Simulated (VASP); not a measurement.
Wanted: the native input for a VASP 6.6.1 run.

- Task: single point
- Functional: r2SCAN
- Potentials or basis: VASP PAW PBE potentials, release 64 (Pb_d, F)
- Cutoff: 520 eV
- k mesh: 8 × 8 × 8
- Occupations: gaussian, width 0.05 eV
- Spin: no spin polarisation
- Dipole correction: no
- Further INCAR settings: ALGO = Normal; EDIFF = 1e-06; NBANDS = 21

The system is PbF2.

```
CELL_PARAMETERS angstrom
0.00000 2.88075 2.92530
2.88075 0.00000 2.92530
2.88075 2.88075 0.00000
ATOMIC_POSITIONS crystal
Pb 0.00000 0.00000 0.00000
F 0.25000 0.25000 0.25000
F 0.75000 0.75000 0.75000
```

This cell differs from its parent crystal: strain -0.030 along x and y, -0.015 along z.

These files were run (other wordings do the same):

POSCAR

```
PbF2
1.0
    0.0000000000      2.8807545000      2.9253022500
    2.8807545000      0.0000000000      2.9253022500
    2.8807545000      2.8807545000      0.0000000000
Pb F
1 2
Direct
    0.0000000000      0.0000000000      0.0000000000
    0.2500000000      0.2500000000      0.2500000000
    0.7500000000      0.7500000000      0.7500000000
```

INCAR.step1

```
SYSTEM = PbF2
PREC = Accurate ; ENCUT = 520
ISMEAR = 0 ; SIGMA = 0.05
LREAL = .FALSE. ; LASPH = .TRUE.
NELM = 80 ; NBANDS = 21
GGA = PE ; ALGO = Normal
EDIFF = 1E-4 ; LWAVE = .TRUE.
LCHARG = .FALSE.
```

INCAR.step2

```
SYSTEM = PbF2
PREC = Accurate ; ENCUT = 520
EDIFF = 1E-6 ; ISMEAR = 0
SIGMA = 0.05 ; LREAL = .FALSE.
LASPH = .TRUE. ; NELM = 80
ALGO = Normal ; ISIF = 2
LWAVE = .FALSE. ; LCHARG = .FALSE.
METAGGA = R2SCAN ; LMIXTAU = .TRUE.
NBANDS = 21 ; ISTART = 1
```

KPOINTS

```
Automatic mesh
0
G
  8 8 8
  0 0 0
```

Potentials or basis: VASP PAW PBE potentials, release 64 (Pb_d, F).

Command:

```console
$ cat potpaw_PBE.64/Pb_d/POTCAR potpaw_PBE.64/F/POTCAR > POTCAR
$ cp INCAR.step1 INCAR
$ mpirun -np 1 vasp_std > vasp.out
$ cp INCAR.step2 INCAR
$ mpirun -np 1 vasp_std > vasp.out
```

It gave:

```
Pressure               : 6.0 GPa
Band gap on the k mesh : 4.86 eV, indirect (least direct gap 5.02 eV)
```

Caveat: the cell differs from its parent crystal (strain -0.030 along x and y, -0.015 along z); the PAW data sets were made with another functional, which shifts forces and pressure a little; spin-orbit coupling is left out, which moves the levels of the heavy elements.

Run time: 81 s on 1 thread of Intel(R) Xeon(R) 6975P-C (Granite Rapids), with other jobs on the host, peak memory 0.21 GiB.
